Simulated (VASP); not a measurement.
# MnAl3 (Fm-3m) in VASP: notebook

MnAl3 is run at these levels: PBE; tasks: single point.

All numbers are computed with VASP 6.6.1; they aren't measurements. Logs are shortened: lines on timing, memory, paths and dates and some standing lists are left out, and cuts for length are marked.

**1. The cell of the first run**

Symmetry: Fm-3m, No. 225, cubic system. Conventional cell: a = 6.079 Å, b = 6.079 Å, c = 6.079 Å, α = 90.00°, β = 90.00°, γ = 90.00°. Al (site symmetry -43m) has 10 Al at 2.63 to 3.04 Å and 4 Mn at 2.63 Å within 3.5 Å. Al (site symmetry m-3m) has 8 Al at 2.63 Å and 6 Mn at 3.04 Å within 3.5 Å. Within 3.5 Å of Mn (site symmetry m-3m) lie 14 Al at 2.63 to 3.04 Å.

**2. Single point, PBE, collinear spin, ferromagnetic start**

INCAR reads:

```
SYSTEM = MnAl3
ALGO = Normal
EDIFF = 1E-7
ENCUT = 520
GGA = PE
ISIF = 2
ISMEAR = 0
ISPIN = 2
LASPH = .True.
LCHARG = .True.
LELF = .True.
LMAXMIX = 4
LORBIT = 11
LREAL = .False.
LVHAR = .True.
LWAVE = .False.
MAGMOM = 0 0 0 1.38
NBANDS = 23
NELM = 150
PREC = Accurate
SIGMA = 0.1
```

KPOINTS reads:

```
k-points
0
Gamma
  12 12 12
  0 0 0
```

POSCAR reads:

```
MnAl3
1.0
    0.0000000000      3.0393544795      3.0393544795
    3.0393544795      0.0000000000      3.0393544795
    3.0393544795      3.0393544795      0.0000000000
Al Mn
3 1
Direct
    0.2500000000      0.2500000000      0.2500000000
    0.7500000000      0.7500000000      0.7500000000
    0.5000000000      0.5000000000      0.5000000000
    0.0000000000      0.0000000000      0.0000000000
```

Potentials or basis: VASP PAW PBE potentials, release 64 (Al, Mn_pv).

Launch:

```sh
$ cat potpaw_PBE.64/Al/POTCAR potpaw_PBE.64/Mn_pv/POTCAR > POTCAR
$ mpirun -np 1 vasp_std > vasp.out
```

OUTCAR:

```text
SYSTEM = MnAl3
   EDIFF = 1E-7
   ENCUT = 520
   GGA = PE
   ISIF = 2
   ISMEAR = 0
   ISPIN = 2
   LASPH = .True.
   LORBIT = 11
   LREAL = .False.
   NELM = 150
   PREC = Accurate

 ion  position               nearest neighbor table
   1  0.250  0.250  0.250-   4 2.63   4 2.63   4 2.63   3 2.63   4 2.63   3 2.63   3 2.63   3 2.63
                             2 3.04   2 3.04   2 3.04   2 3.04   2 3.04   2 3.04
   2  0.750  0.750  0.750-   3 2.63   3 2.63   3 2.63   3 2.63   4 2.63   4 2.63   4 2.63   4 2.63
                             1 3.04   1 3.04   1 3.04   1 3.04   1 3.04   1 3.04
   3  0.500  0.500  0.500-   1 2.63   1 2.63   1 2.63   1 2.63   2 2.63   2 2.63   2 2.63   2 2.63
                             4 3.04   4 3.04   4 3.04   4 3.04   4 3.04   4 3.04
   4  0.000  0.000  0.000-   2 2.63   2 2.63   2 2.63   1 2.63   2 2.63   1 2.63   1 2.63   1 2.63
                             3 3.04   3 3.04   3 3.04   3 3.04   3 3.04   3 3.04

  LATTYP: Found a face centered cubic cell.
 ALAT       =     6.0787089590

  Lattice vectors:

 A1 = (   0.0000000000,   3.0393544795,   3.0393544795)
 A2 = (   3.0393544795,   0.0000000000,   3.0393544795)
 A3 = (   3.0393544795,   3.0393544795,   0.0000000000)

Analysis of symmetry for initial positions (statically):
=====================================================================
 Subroutine PRICEL returns:
 Original cell was already a primitive cell.

 Routine SETGRP: Setting up the symmetry group for a
 face centered cubic supercell.

 Subroutine GETGRP returns: Found 48 space group operations
 (whereof 48 operations were pure point group operations)
 out of a pool of 48 trial point group operations.

The static configuration has the point symmetry O_h .

Analysis of symmetry for dynamics (positions and initial velocities):
=====================================================================
 Subroutine PRICEL returns:
 Original cell was already a primitive cell.

 Routine SETGRP: Setting up the symmetry group for a
 face centered cubic supercell.

 Subroutine GETGRP returns: Found 48 space group operations
 (whereof 48 operations were pure point group operations)
 out of a pool of 48 trial point group operations.

The dynamic configuration has the point symmetry O_h .

Analysis of structural, dynamic, and magnetic symmetry:
=====================================================================
 Subroutine PRICEL returns:
 Original cell was already a primitive cell.

 Routine SETGRP: Setting up the symmetry group for a
 face centered cubic supercell.

 Subroutine GETGRP returns: Found 48 space group operations
 (whereof 48 operations were pure point group operations)
 out of a pool of 48 trial point group operations.

The overall configuration has the point symmetry O_h .

 Subroutine INISYM returns: Found 48 space group operations
 (whereof 48 operations are pure point group operations),
 and found     1 'primitive' translations

----------------------------------------------------------------------------------------

                                     Primitive cell

  volume of cell :      56.1531

  direct lattice vectors                    reciprocal lattice vectors
     0.000000000  3.039354480  3.039354480    -0.164508616  0.164508616  0.164508616
     3.039354480  0.000000000  3.039354480     0.164508616 -0.164508616  0.164508616
     3.039354480  3.039354480  0.000000000     0.164508616  0.164508616 -0.164508616

  length of vectors
     4.298296326  4.298296326  4.298296326     0.284937282  0.284937282  0.284937282

  position of ions in fractional coordinates (direct lattice)
     0.250000000  0.250000000  0.250000000
     0.750000000  0.750000000  0.750000000
     0.500000000  0.500000000  0.500000000
     0.000000000  0.000000000  0.000000000

  ion indices of the primitive-cell ions
   primitive index   ion index
                 1           1
                 2           2
                 3           3
                 4           4

----------------------------------------------------------------------------------------

 KPOINTS: k-points

Automatic generation of k-mesh.
 Grid dimensions read from file:
 generate k-points for:   12   12   12

 Generating k-lattice:

  Cartesian coordinates                     Fractional coordinates (reciprocal lattice)
    -0.013709051  0.013709051  0.013709051     0.083333333  0.000000000  0.000000000
     0.013709051 -0.013709051  0.013709051     0.000000000  0.083333333  0.000000000
     0.013709051  0.013709051 -0.013709051     0.000000000  0.000000000  0.083333333

  Length of vectors
     0.023744773  0.023744773  0.023744773

  Shift w.r.t. Gamma in fractional coordinates (k-lattice)
     0.000000000  0.000000000  0.000000000

 Subroutine IBZKPT returns following result:
 ===========================================

 Found     72 irreducible k-points:

 Following reciprocal coordinates:
            Coordinates               Weight
  0.000000  0.000000  0.000000      1.000000
  0.083333  0.000000  0.000000      8.000000
  0.166667  0.000000  0.000000      8.000000
  0.250000  0.000000  0.000000      8.000000
  0.333333  0.000000  0.000000      8.000000
  0.416667  0.000000  0.000000      8.000000
[... 16 lines left out ...]
  0.500000  0.166667  0.000000     24.000000
 -0.416667  0.166667  0.000000     24.000000
 [... further k-points ...]
   k-points           NKPTS =     72   k-points in BZ     NKDIM =     72   number of bands    NBANDS=     23
   number of dos      NEDOS =    301   number of ions     NIONS =      4
   total plane-waves  NPLWV =  32768
   dimension x,y,z NGX =    32 NGY =   32 NGZ =   32
   dimension x,y,z NGXF=    64 NGYF=   64 NGZF=   64
   ions per type =               3   1
   NGX,Y,Z   is equivalent  to a cutoff of  12.38, 12.38, 12.38 a.u.
   NGXF,Y,Z  is equivalent  to a cutoff of  24.75, 24.75, 24.75 a.u.
 SYSTEM =  MnAl3
   PREC   = accura    normal or accurate (medium, high low for compatibility)
   ISTART =      0    job   : 0-new  1-cont  2-samecut
   ICHARG =      2    charge: 1-file 2-atom 10-const
   ISPIN  =      2    spin polarized calculation?
   LNONCOLLINEAR =      F non collinear calculations
   LSORBIT =      F    spin-orbit coupling
   LASPH  =      T    aspherical Exc in radial PAW
   ENCUT  =  520.0 eV  38.22 Ry    6.18 a.u.   7.99  7.99  7.99*2*pi/ulx,y,z
   NELM   =    150;   NELMIN=  2; NELMDL= -5     # of ELM steps
   EDIFF  = 0.1E-06   stopping-criterion for ELM
   LREAL  =      F    real-space projection
   EDIFFG = 0.1E-05   stopping-criterion for IOM
   NSW    =      0    number of steps for IOM
   IBRION =     -1    ionic relax: 0-MD 1-quasi-New 2-CG
   NFREE  =      0    steps in history (QN), initial steepest desc. (CG)
   ISIF   =      2    stress and relaxation
   ISYM   =      2    0-nonsym 1-usesym 2-fastsym
   POTIM  = 0.5000    time-step for ionic-motion
   TEBEG  =    0.0;   TEEND  =   0.0 temperature during run
   PSTRESS=    0.0 pullay stress
   NELECT =      22.0000    total number of electrons
   NUPDOWN=      -1.0000    fix difference up-down
   EMIN   =  10.00;   EMAX   =-10.00  energy-range for DOS
   EFERMI =   0.00;   METHOD = LEGACY
   ISMEAR =     0;   SIGMA  =   0.10  broadening in eV -4-tet -1-fermi 0-gaus
   EFERMI_NEDOS =   21; number of points for ismear=-14 and -15
   IALGO  =     38    algorithm
   IMIX   =      4    mixing-type and parameters
     AMIX     =   0.40;   BMIX     =  1.00
     AMIX_MAG =   1.60;   BMIX_MAG =  1.00
  volume/ion in A,a.u.               =      14.04        94.74
  Fermi-wavevector in a.u.,A,eV,Ry     =   1.197910  2.263723 19.524218  1.434990
  Thomas-Fermi vector in A             =   2.333813
   LORBIT       =     11    0 simple, 1 ext, 2 COOP (PROOUT), +10 PAW based schemes
   GGA     = PE    functional components
   LHFCALC =     F    Hartree Fock is set to
   AEXX    =    0.0000 exact exchange contribution
   IVDW    =     0    specifies the selected vdW correction
   LEPSILON=     F    determine dielectric tensor
   LRPA    =     F    only Hartree local field effects (RPA)
 spin polarized calculation
 Gauss-broadening in eV      SIGMA  =   0.10
  energy-cutoff  :      520.00
  volume of cell :       56.15
 maximum number of plane-waves:      1540
   NGX = 15   NGY = 15   NGZ = 15

 number of electron      22.0000008 magnetization       1.4974150

 Free energy of the ion-electron system (eV)
  ---------------------------------------------------
  ext. energy  EPLUGINS =         0.00000000
  ---------------------------------------------------
  free energy    TOTEN  =       -19.91710565 eV

  energy without entropy =      -19.89857295  energy(sigma->0) =      -19.90783930

 E-fermi :   9.2127     XC(G=0): -11.1934

 val. band max:        9.2008738710   @ k =   0.4167   0.3333   0.0000
 cond. band min:       9.2136520806   @ k =   0.4167   0.1667   0.0000
 fundamental gap:      0.0127782096
 Fermi energy:         9.2126791685

 spin component 1

 k-point     1 :       0.0000    0.0000    0.0000
  band No.  band energies     occupation
      1     -39.0620      1.00000
      2     -39.0620      1.00000
      3     -39.0620      1.00000
      4      -2.0907      1.00000
      5       6.2535      1.00000
      6       6.2535      1.00000
[... 15 lines left out ...]
     22      15.0404      0.00000
     23      20.3323      0.00000

 k-point     2 :       0.0833    0.0000    0.0000
  band No.  band energies     occupation
      1     -39.0621      1.00000
      2     -39.0620      1.00000
      3     -39.0620      1.00000
      4      -2.0061      1.00000
      5       5.9691      1.00000
      6       6.2587      1.00000
[... 15 lines left out ...]
     22      15.6430      0.00000
     23      20.6388      0.00000
[... 544 lines left out ...]
     22      21.1130      0.00000
     23      21.1285      0.00000

 k-point    24 :      -0.4167    0.1667    0.0000
  band No.  band energies     occupation
      1     -39.0632      1.00000
      2     -39.0625      1.00000
      3     -39.0623      1.00000
      4       0.7312      1.00000
      5       1.5635      1.00000
      6       4.7155      1.00000
[... 15 lines left out ...]
     22      19.7196      0.00000
     23      20.7084      0.00000

 [... further k-points ...]

 spin component 2

 k-point     1 :       0.0000    0.0000    0.0000
  band No.  band energies     occupation
      1     -37.4875      1.00000
      2     -37.4875      1.00000
      3     -37.4875      1.00000
      4      -2.0821      1.00000
      5       6.7418      1.00000
      6       6.7418      1.00000
[... 15 lines left out ...]
     22      15.5186      0.00000
     23      20.7757      0.00000

 k-point     2 :       0.0833    0.0000    0.0000
  band No.  band energies     occupation
      1     -37.4875      1.00000
      2     -37.4875      1.00000
      3     -37.4875      1.00000
      4      -1.9978      1.00000
      5       6.3339      1.00000
      6       6.7316      1.00000
[... 15 lines left out ...]
     22      16.0086      0.00000
     23      21.0743      0.00000
[... 544 lines left out ...]
     22      21.1173      0.00000
     23      21.1686      0.00000

 k-point    24 :      -0.4167    0.1667    0.0000
  band No.  band energies     occupation
      1     -37.4888      1.00000
      2     -37.4880      1.00000
      3     -37.4878      1.00000
      4       0.7078      1.00000
      5       1.6083      1.00000
      6       4.8642      1.00000
[... 15 lines left out ...]
     22      19.7525      0.00000
     23      20.7870      0.00000

 [... further k-points ...]

------------------------ aborting loop because EDIFF is reached ----------------------------------------

  FORCE on cell =-STRESS in cart. coord.  units (eV):
  Direction    XX          YY          ZZ          XY          YZ          ZX
  --------------------------------------------------------------------------------------
  -------------------------------------------------------------------------------------
  Total        0.0087337      0.0087337      0.0087337     -0.0000000      0.0000000     -0.0000000
  in kB        0.2491918      0.2491918      0.2491918     -0.0000000      0.0000000     -0.0000000
  external PRESSURE =       0.2491918 kB  Pullay stress =       0.0000000 kB

 VOLUME and BASIS-vectors are now :
 -----------------------------------------------------------------------------
  energy-cutoff  :      520.00
  volume of cell :       56.15
      direct lattice vectors                 reciprocal lattice vectors
     0.000000000  3.039354480  3.039354480    -0.164508616  0.164508616  0.164508616
     3.039354480  0.000000000  3.039354480     0.164508616 -0.164508616  0.164508616
     3.039354480  3.039354480  0.000000000     0.164508616  0.164508616 -0.164508616

 POSITION                                       TOTAL-FORCE (eV/Angst)
 -----------------------------------------------------------------------------------
      1.51968      1.51968      1.51968         0.000000      0.000000     -0.000000
      4.55903      4.55903      4.55903        -0.000000     -0.000000      0.000000
      3.03935      3.03935      3.03935         0.000000     -0.000000      0.000000
      0.00000      0.00000      0.00000         0.000000     -0.000000      0.000000
 -----------------------------------------------------------------------------------
    total drift:                                0.000000     -0.000000      0.000000

  FREE ENERGIE OF THE ION-ELECTRON SYSTEM (eV)
  ---------------------------------------------------
  free  energy   TOTEN  =       -19.9171056509 eV

  energy  without entropy=      -19.8985729455  energy(sigma->0) =      -19.90783930

 total charge

# of ion       s       p       d       tot
------------------------------------------
    1        0.393   0.400   0.000   0.793
    2        0.393   0.400   0.000   0.793
    3        0.388   0.398   0.000   0.786
    4        0.332   6.235   5.226  11.793
--------------------------------------------------
tot          1.505   7.433   5.226  14.165

 magnetization (x)

# of ion       s       p       d       tot
------------------------------------------
    1       -0.015  -0.010   0.000  -0.025
    2       -0.015  -0.010   0.000  -0.025
    3       -0.015  -0.010   0.000  -0.025
    4        0.003   0.044   1.491   1.538
--------------------------------------------------
tot         -0.042   0.014   1.491   1.463
```

Wall time 4 min (1 thread of Intel Xeon 8259CL, shared host); peak memory 0.29 GiB.

Results:

```yaml
Free_energy: -19.9171 eV
Pressure: 0.0 GPa
Net_moment: 1.50 μB per cell
Site_moments: Al -0.03; Mn +1.54 μB
Valence_electrons_inside_the_program's_atomic_spheres: Al 0.79; Mn 11.79
```

(Continued in part 2 of 2.)
